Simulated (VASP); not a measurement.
Wanted: the native input for a VASP 6.6.1 run.

| Quantity | Value |
| --- | --- |
| Task | density of states |
| Functional | PBEsol |
| Dispersion | D4 |
| Potentials or basis | VASP PAW PBE potentials, release 64 (V_sv) |
| Cutoff | 400 eV |
| k mesh | 6 × 6 × 6 |
| Occupations | gaussian, width 0.1 eV |
| Spin | collinear spin, ferromagnetic start |
| Starting moments | [0.51] μB |
| Dipole correction | no |
| k mesh for the DOS | 9 × 9 × 9 |
| Occupations for the DOS | tetrahedron |
| Further INCAR settings | ALGO = Normal; EDIFF = 1e-06; NBANDS = 16 |

The system is V.

```
V
1.0
    -1.51300    1.51300    1.51300
     1.51300   -1.51300    1.51300
     1.51300    1.51300   -1.51300
V
1
Direct
  0.00000 0.00000 0.00000
```

These files were run (other wordings do the same):

POSCAR

```
V
1.0
   -1.5130000000      1.5130000000      1.5130000000
    1.5130000000     -1.5130000000      1.5130000000
    1.5130000000      1.5130000000     -1.5130000000
V
1
Direct
    0.0000000000      0.0000000000      0.0000000000
```

INCAR.step1

```
SYSTEM = V
  ALGO = Normal
  EDIFF = 1E-6
  ENCUT = 400
  GGA = PS
  GGA_COMPAT = .FALSE.
  ISIF = 2
  ISMEAR = 0
  ISPIN = 2
  IVDW = 13
  LASPH = .TRUE.
  LCHARG = .TRUE.
  LMAXMIX = 4
  LORBIT = 11
  LREAL = .FALSE.
  LWAVE = .FALSE.
  MAGMOM = 0.51
  NBANDS = 16
  NEDOS = 2001
  NELM = 200
  PREC = Accurate
  SIGMA = 0.1
```

KPOINTS.step1

```
k-points
0
G
  6 6 6
  0 0 0
```

INCAR.step2

```
SYSTEM = V
  ALGO = Normal
  EDIFF = 1E-6
  ENCUT = 400
  GGA = PS
  GGA_COMPAT = .FALSE.
  ICHARG = 11
  ISIF = 2
  ISMEAR = -5
  ISPIN = 2
  IVDW = 13
  LASPH = .TRUE.
  LCHARG = .FALSE.
  LMAXMIX = 4
  LORBIT = 10
  LREAL = .FALSE.
  LWAVE = .FALSE.
  MAGMOM = 0.51
  NBANDS = 16
  NEDOS = 1001
  NELM = 200
  PREC = Accurate
  SIGMA = 0.1
```

KPOINTS.step2

```
k-points
0
G
  9 9 9
  0 0 0
```

Potentials or basis: VASP PAW PBE potentials, release 64 (V_sv).

Command:

```console
$ cat potpaw_PBE.64/V_sv/POTCAR > POTCAR
$ cp INCAR.step1 INCAR
$ cp KPOINTS.step1 KPOINTS
$ mpirun -np 1 vasp_std > vasp.out
$ cp INCAR.step2 INCAR
$ cp KPOINTS.step2 KPOINTS
$ mpirun -np 1 vasp_std > vasp.out
```

It gave:

```yaml
Net_moment: 0.61 μB per cell
Site_moments: V +0.39 μB
Valence_electrons_inside_the_program's_atomic_spheres: V 11.61
Dispersion_energy_per_atom: -0.185 eV
```

Caveat: the k points lie up to 0.49 Å⁻¹ apart.

It took 31 s on 1 thread of AMD EPYC 7R13, with other jobs on the host, peak memory 0.1 GiB.
